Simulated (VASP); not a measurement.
Wanted: the native input for a VASP 6.6.1 run.

- Task: single point
- Functional: PBE
- Potentials or basis: VASP PAW PBE potentials, release 64 (Ba_sv, O)
- Cutoff: 520 eV
- k mesh: 7 × 7 × 1
- Occupations: fermi-dirac, width 0.05 eV
- Spin: no spin polarisation
- Dipole correction: yes
- Further INCAR settings: ALGO = Normal; EDIFF = 1e-06; NBANDS = 42

The structure of BaO lies in POSCAR:

```
BaO
1.0
    3.8890872965      0.0000000000      0.0000000000
    0.0000000000      3.8890872965      0.0000000000
    0.0000000000      0.0000000000     23.2500000000
Ba O
4 4
Direct
    0.5000000000      0.5000000000      0.3225806452
    0.0000000000      0.0000000000      0.4408602151
    0.5000000000      0.5000000000      0.5591397849
    0.0000000000      0.0000000000      0.6774193548
    0.0000000000      0.0000000000      0.3225806452
    0.5000000000      0.5000000000      0.4408602151
    0.0000000000      0.0000000000      0.5591397849
    0.5000000000      0.5000000000      0.6774193548
```

The input as run:

INCAR

```
  ALGO = Normal
  DIPOL = 0.5 0.5 0.500
  EDIFF = 1E-6
  ENCUT = 520
  GGA = PE
  IDIPOL = 3
  ISIF = 2
  ISMEAR = -1
  LASPH = T
  LCHARG = F
  LDIPOL = T
  LREAL = F
  LWAVE = F
  NBANDS = 42
  NELM = 100
  PREC = Accurate
  SIGMA = 0.05
```

KPOINTS

```
k-points
0
Gamma
  7 7 1
```

Potentials or basis: VASP PAW PBE potentials, release 64 (Ba_sv, O).

Run with:

```sh
$ cat potpaw_PBE.64/Ba_sv/POTCAR potpaw_PBE.64/O/POTCAR > POTCAR
$ mpirun -np 1 vasp_std > vasp.out
```

It gave:

| Property | Result |
| --- | --- |
| Largest force | 0.540 eV/Å |
| Band gap on the k mesh | 1.89 eV (least direct gap 2.02 eV) |

Caveat: spin-orbit coupling is left out, which moves the levels of the heavy elements.

Wall time 3 min on 1 thread of Intel(R) Xeon(R) Platinum 8488C (Sapphire Rapids), on a shared host, peak memory 0.45 GiB.
